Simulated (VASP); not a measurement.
# Pb (Fm-3m) in VASP: a series of runs

Pb is run at these levels: LDA; tasks: single point.

Program: VASP 6.6.1. These are calculated values, not measurements. Logs are shortened: lines on timing, memory, paths and dates and some standing lists are left out, and cuts for length are marked.

**1. The cell of the first run**

The structure is cubic, space group Fm-3m (No. 225). Conventional cell: a = 4.875 Å, b = 4.875 Å, c = 4.875 Å, α = 90.00°, β = 90.00°, γ = 90.00°. Pb (site symmetry m-3m) has 12 Pb at 3.45 Å within 4.5 Å.

**2. Single point, LDA**

The input, INCAR:

```
ALGO = Normal
EDIFF = 1E-6
ENCUT = 520
GGA = CA
ISIF = 2
ISMEAR = 1
LASPH = T
LCHARG = T
LELF = T
LREAL = F
LVHAR = T
LWAVE = F
NBANDS = 13
NELM = 100
PREC = Accurate
SIGMA = 0.6
```

The input, KPOINTS:

```
k-points
0
Gamma
  11 11 11
```

The input, POSCAR:

```
Pb
1.0
    0.0000000000      2.4375492138      2.4375492138
    2.4375492138      0.0000000000      2.4375492138
    2.4375492138      2.4375492138      0.0000000000
Pb
1
Direct
    0.0000000000      0.0000000000      0.0000000000
```

Potentials or basis: VASP PAW LDA potentials, release 64 (Pb_d).

On the command line:

```
$ cat potpaw_LDA.64/Pb_d/POTCAR > POTCAR
$ mpirun -np 1 vasp_std > vasp.out
```

OUTCAR:

```text
EDIFF = 1E-6
   ENCUT = 520
   GGA = CA
   ISIF = 2
   ISMEAR = 1
   LASPH = T
   LREAL = F
   NELM = 100
   PREC = Accurate

 ion  position               nearest neighbor table
   1  0.000  0.000  0.000-

  LATTYP: Found a face centered cubic cell.
 ALAT       =     4.8750984276

  Lattice vectors:

 A1 = (   0.0000000000,   2.4375492138,   2.4375492138)
 A2 = (   2.4375492138,   0.0000000000,   2.4375492138)
 A3 = (   2.4375492138,   2.4375492138,   0.0000000000)

Analysis of symmetry for initial positions (statically):
=====================================================================
 Subroutine PRICEL returns:
 Original cell was already a primitive cell.

 Routine SETGRP: Setting up the symmetry group for a
 face centered cubic supercell.

 Subroutine GETGRP returns: Found 48 space group operations
 (whereof 48 operations were pure point group operations)
 out of a pool of 48 trial point group operations.

The static configuration has the point symmetry O_h .

Analysis of symmetry for dynamics (positions and initial velocities):
=====================================================================
 Subroutine PRICEL returns:
 Original cell was already a primitive cell.

 Routine SETGRP: Setting up the symmetry group for a
 face centered cubic supercell.

 Subroutine GETGRP returns: Found 48 space group operations
 (whereof 48 operations were pure point group operations)
 out of a pool of 48 trial point group operations.

The dynamic configuration has the point symmetry O_h .

 Subroutine INISYM returns: Found 48 space group operations
 (whereof 48 operations are pure point group operations),
 and found     1 'primitive' translations

----------------------------------------------------------------------------------------

                                     Primitive cell

  volume of cell :      28.9661

  direct lattice vectors                    reciprocal lattice vectors
     0.000000000  2.437549214  2.437549214    -0.205124064  0.205124064  0.205124064
     2.437549214  0.000000000  2.437549214     0.205124064 -0.205124064  0.205124064
     2.437549214  2.437549214  0.000000000     0.205124064  0.205124064 -0.205124064

  length of vectors
     3.447215157  3.447215157  3.447215157     0.355285300  0.355285300  0.355285300

  position of ions in fractional coordinates (direct lattice)
     0.000000000  0.000000000  0.000000000

  ion indices of the primitive-cell ions
   primitive index   ion index
                 1           1

----------------------------------------------------------------------------------------

 KPOINTS: k-points

Automatic generation of k-mesh.
 Grid dimensions read from file:
 generate k-points for:   11   11   11

 Generating k-lattice:

  Cartesian coordinates                     Fractional coordinates (reciprocal lattice)
    -0.018647642  0.018647642  0.018647642     0.090909091  0.000000000  0.000000000
     0.018647642 -0.018647642  0.018647642     0.000000000  0.090909091  0.000000000
     0.018647642  0.018647642 -0.018647642     0.000000000  0.000000000  0.090909091

  Length of vectors
     0.032298664  0.032298664  0.032298664

  Shift w.r.t. Gamma in fractional coordinates (k-lattice)
     0.000000000  0.000000000  0.000000000

 Subroutine IBZKPT returns following result:
 ===========================================

 Found     56 irreducible k-points:

 Following reciprocal coordinates:
            Coordinates               Weight
  0.000000  0.000000  0.000000      1.000000
  0.090909  0.000000  0.000000      8.000000
  0.181818  0.000000  0.000000      8.000000
  0.272727  0.000000  0.000000      8.000000
  0.363636  0.000000  0.000000      8.000000
  0.454545  0.000000  0.000000      8.000000
[... 16 lines left out ...]
 -0.272727  0.181818  0.000000     24.000000
 -0.181818  0.181818  0.000000     12.000000
 [... further k-points ...]
   k-points           NKPTS =     56   k-points in BZ     NKDIM =     56   number of bands    NBANDS=     13
   number of dos      NEDOS =    301   number of ions     NIONS =      1
   total plane-waves  NPLWV =  21952
   dimension x,y,z NGX =    28 NGY =   28 NGZ =   28
   dimension x,y,z NGXF=    56 NGYF=   56 NGZF=   56
   ions per type =               1
   NGX,Y,Z   is equivalent  to a cutoff of  13.50, 13.50, 13.50 a.u.
   NGXF,Y,Z  is equivalent  to a cutoff of  27.01, 27.01, 27.01 a.u.
 SYSTEM =  unknown system
   PREC   = accura    normal or accurate (medium, high low for compatibility)
   ISTART =      0    job   : 0-new  1-cont  2-samecut
   ICHARG =      2    charge: 1-file 2-atom 10-const
   ISPIN  =      1    spin polarized calculation?
   LNONCOLLINEAR =      F non collinear calculations
   LSORBIT =      F    spin-orbit coupling
   LASPH  =      T    aspherical Exc in radial PAW
   ENCUT  =  520.0 eV  38.22 Ry    6.18 a.u.   6.41  6.41  6.41*2*pi/ulx,y,z
   NELM   =    100;   NELMIN=  2; NELMDL= -5     # of ELM steps
   EDIFF  = 0.1E-05   stopping-criterion for ELM
   LREAL  =      F    real-space projection
   EDIFFG = 0.1E-04   stopping-criterion for IOM
   NSW    =      0    number of steps for IOM
   IBRION =     -1    ionic relax: 0-MD 1-quasi-New 2-CG
   NFREE  =      0    steps in history (QN), initial steepest desc. (CG)
   ISIF   =      2    stress and relaxation
   ISYM   =      2    0-nonsym 1-usesym 2-fastsym
   POTIM  = 0.5000    time-step for ionic-motion
   TEBEG  =    0.0;   TEEND  =   0.0 temperature during run
   PSTRESS=    0.0 pullay stress
   NELECT =      14.0000    total number of electrons
   NUPDOWN=      -1.0000    fix difference up-down
   EMIN   =  10.00;   EMAX   =-10.00  energy-range for DOS
   EFERMI =   0.00;   METHOD = LEGACY
   ISMEAR =     1;   SIGMA  =   0.60  broadening in eV -4-tet -1-fermi 0-gaus
   EFERMI_NEDOS =   21; number of points for ismear=-14 and -15
   IALGO  =     38    algorithm
   IMIX   =      4    mixing-type and parameters
     AMIX     =   0.40;   BMIX     =  1.00
     AMIX_MAG =   1.60;   BMIX_MAG =  1.00
  volume/ion in A,a.u.               =      28.97       195.47
  Fermi-wavevector in a.u.,A,eV,Ry     =   1.284756  2.427838 22.457762  1.650599
  Thomas-Fermi vector in A             =   2.416931
   LORBIT       =      0    0 simple, 1 ext, 2 COOP (PROOUT), +10 PAW based schemes
   GGA     = CA    functional components
   LHFCALC =     F    Hartree Fock is set to
   AEXX    =    0.0000 exact exchange contribution
   IVDW    =     0    specifies the selected vdW correction
   LEPSILON=     F    determine dielectric tensor
   LRPA    =     F    only Hartree local field effects (RPA)
 non-spin polarized calculation
 Methfessel and Paxton  Order N= 1 SIGMA  =   0.60
  energy-cutoff  :      520.00
  volume of cell :       28.97
 maximum number of plane-waves:       793
 NGX is ok and might be reduce to    28
   NGX = 13   NGY = 13   NGZ = 13

 number of electron      13.9999999 magnetization

 Free energy of the ion-electron system (eV)
  ---------------------------------------------------
  ext. energy  EPLUGINS =         0.00000000
  ---------------------------------------------------
  free energy    TOTEN  =        -4.25373993 eV

  energy without entropy =       -4.25864363  energy(sigma->0) =       -4.25537450

 E-fermi :   7.5812     XC(G=0): -10.6757

 val. band max:        7.3501520318   @ k =  -0.4545   0.3636   0.0000
 cond. band min:       7.6733021505   @ k =   0.2727   0.0000   0.0000
 fundamental gap:      0.3231501187
 Fermi energy:         7.5811836865

 k-point     1 :       0.0000    0.0000    0.0000
  band No.  band energies     occupation
      1      -9.5129      2.00000
      2      -9.5129      2.00000
      3      -9.5129      2.00000
      4      -9.3491      2.00000
      5      -9.3491      2.00000
      6      -4.5505      2.00000
      7      15.2492     -0.00000
      8      15.2492     -0.00000
      9      15.2492     -0.00000
     10      17.3859     -0.00000
     11      19.5916      0.00000
     12      20.3944      0.00000
     13      20.3944      0.00000

 k-point     2 :       0.0909    0.0000    0.0000
  band No.  band energies     occupation
      1      -9.5137      2.00000
      2      -9.4995      2.00000
      3      -9.4995      2.00000
      4      -9.3499      2.00000
      5      -9.3499      2.00000
      6      -4.3837      2.00000
      7      13.4534     -0.00000
      8      15.0472     -0.00000
      9      15.0472     -0.00000
     10      17.1315     -0.00000
     11      20.2112      0.00000
     12      20.7525      0.00000
     13      20.7525      0.00000

 k-point     3 :       0.1818    0.0000    0.0000
  band No.  band energies     occupation
      1      -9.5182      2.00000
      2      -9.4757      2.00000
      3      -9.4757      2.00000
      4      -9.3393      2.00000
      5      -9.3393      2.00000
      6      -3.8819      2.00000
      7      10.5139     -0.00000
      8      14.5713     -0.00000
      9      14.5713     -0.00000
     10      16.8845     -0.00000
     11      20.2012      0.00000
     12      20.8792      0.00000
     13      20.8792      0.00000
[... 305 lines left out ...]
 k-point    23 :      -0.2727    0.1818    0.0000
  band No.  band energies     occupation
      1      -9.5019      2.00000
      2      -9.4850      2.00000
      3      -9.4093      2.00000
      4      -9.3207      2.00000
      5      -9.2564      2.00000
      6      -1.7914      2.00000
      7       6.4253      2.02013
      8       9.3208     -0.00032
      9      13.6544     -0.00000
     10      16.4228     -0.00000
     11      19.5880      0.00000
     12      20.4546      0.00000
     13      22.1539      0.00000

 k-point    24 :      -0.1818    0.1818    0.0000
  band No.  band energies     occupation
      1      -9.5081      2.00000
      2      -9.4750      2.00000
      3      -9.4023      2.00000
      4      -9.3842      2.00000
      5      -9.2703      2.00000
      6      -2.7814      2.00000
      7       8.4405     -0.06107
      8      10.1089     -0.00000
      9      14.6421     -0.00000
     10      17.4439     -0.00000
     11      18.9068     -0.00000
     12      20.1846      0.00000
     13      21.0351      0.00000

 [... further k-points ...]

------------------------ aborting loop because EDIFF is reached ----------------------------------------

  FORCE on cell =-STRESS in cart. coord.  units (eV):
  Direction    XX          YY          ZZ          XY          YZ          ZX
  --------------------------------------------------------------------------------------
  -------------------------------------------------------------------------------------
  Total        0.0133906      0.0133906      0.0133906      0.0000000      0.0000000      0.0000000
  in kB        0.7406650      0.7406650      0.7406650      0.0000000      0.0000000      0.0000000
  external PRESSURE =       0.7406650 kB  Pullay stress =       0.0000000 kB

 VOLUME and BASIS-vectors are now :
 -----------------------------------------------------------------------------
  energy-cutoff  :      520.00
  volume of cell :       28.97
      direct lattice vectors                 reciprocal lattice vectors
     0.000000000  2.437549214  2.437549214    -0.205124064  0.205124064  0.205124064
     2.437549214  0.000000000  2.437549214     0.205124064 -0.205124064  0.205124064
     2.437549214  2.437549214  0.000000000     0.205124064  0.205124064 -0.205124064

 POSITION                                       TOTAL-FORCE (eV/Angst)
 -----------------------------------------------------------------------------------
      0.00000      0.00000      0.00000        -0.000000     -0.000000     -0.000000
 -----------------------------------------------------------------------------------
    total drift:                               -0.000000     -0.000000     -0.000000

  FREE ENERGIE OF THE ION-ELECTRON SYSTEM (eV)
  ---------------------------------------------------
  free  energy   TOTEN  =        -4.2537399306 eV

  energy  without entropy=       -4.2586436282  energy(sigma->0) =       -4.25537450
```

It took 8.3 s on 1 thread of Intel Xeon 6975P-C, shared host; peak memory 0.15 GiB.

Results:

| Quantity | Value |
| --- | --- |
| Free energy | -4.2537 eV |
| Pressure | 0.1 GPa |
| Band gap on the k mesh | zero (band 7 reaches 15.25 eV, above the bottom of band 8 at 6.00 eV) |

Caveat: spin-orbit coupling is left out, which moves the levels of the heavy elements.

**3. Single point, LDA**

The input, INCAR:

```
SYSTEM = Pb
PREC     = Accurate       ! precision mode
ENCUT    = 520            ! plane-wave cutoff, eV
EDIFF    = 1E-7           ! SCF threshold, eV
ISMEAR   = 1              ! smearing method
SIGMA    = 1.0            ! smearing width, eV
LREAL    = .False.        ! projectors in reciprocal space
LASPH    = .True.         ! aspherical terms in the spheres
NELM     = 60             ! most SCF steps
ALGO     = Normal         ! electronic algorithm
ISIF     = 2              ! what is computed and relaxed
LWAVE    = .False.        ! write WAVECAR
LCHARG   = .False.        ! write CHGCAR
GGA      = CA             ! functional
NBANDS   = 13             ! bands
```

The input, KPOINTS:

```
regular mesh
0
Gamma
  11 11 11
  0 0 0
```

POSCAR is that of step 2.

Potentials or basis: VASP PAW LDA potentials, release 64 (Pb_d).

On the command line:

```
$ cat potpaw_LDA.64/Pb_d/POTCAR > POTCAR
$ mpirun -np 1 vasp_std > vasp.out
```

Wall time 9.3 s (1 thread of Intel Xeon 6975P-C, shared host); peak memory 0.15 GiB.

The run converged. Its results:

- Free energy: -4.2515 eV
- Pressure: 0.2 GPa
- Band gap on the k mesh: zero (band 7 reaches 15.25 eV, above the bottom of band 8 at 6.00 eV)

Levels at points of the mesh, in eV from the Fermi level:
| k point | band 3 | band 4 | band 5 | band 6 | band 7 | band 8 | band 9 | band 10 | band 11 | band 12 |
| --- | --- | --- | --- | --- | --- | --- | --- | --- | --- | --- |
| (0.00, 0.00, 0.00) | -17.09 | -16.93 | -16.93 | -12.13 | 7.67 | 7.67 | 7.67 | 9.80 | 12.01 | 12.81 |

Caveat: spin-orbit coupling is left out, which moves the levels of the heavy elements.
